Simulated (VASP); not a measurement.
Runs of VASP 6.6.1 on FeO. The structure is that of space group I4/mmm (No. 139), or close to it. The cells are those of the table. 

```csv
level,potentials or basis,cell,gap on the mesh (eV),pressure (GPa),moment (μB)
PBEsol,"VASP PAW PBE potentials, release 64 (Fe, O)","a = 3.036 Å, angles 117.3, 117.3, 94.8°, 2 atoms",none,-10.1,4.00
LDA,"VASP PAW LDA potentials, release 64 (Fe, O)","a = 3.036 Å, angles 117.3, 117.3, 94.8°, 2 atoms",none,-17.5,(a)
PBEsol,"VASP PAW PBE potentials, release 64 (Fe, O)","a = 3.015 Å, angles 117.3, 117.3, 94.8°, 2 atoms",none,-6.7,(b)
LDA,"VASP PAW LDA potentials, release 64 (Fe, O)","a = 3.098 Å, angles 117.3, 117.3, 94.8°, 2 atoms",none,-24.5,4.00
LDA,"VASP PAW LDA potentials, release 64 (Fe, O)","a = 3.118 Å, angles 117.3, 117.3, 94.8°, 2 atoms",none,-26.4,4.00
```

Alike in all rows: task single point; spin collinear, ferromagnetic start; k mesh 12 × 12 × 12; cutoff (eV) 520; smearing fermi-dirac 0.05 eV.

Question: Fill in the values left out.

Answer: (a) 3.95; (b) 3.99.

Caveats: a cell with one magnetic atom can't hold antiferromagnetic order, which such compounds often take; semilocal functionals often make such compounds metallic where correlation or magnetic order opens a gap, which also shifts bond lengths; the PAW data sets were made with another functional, which shifts forces and pressure a little (some runs).

A gap of «none» marks levels without a gap at the run's occupations.
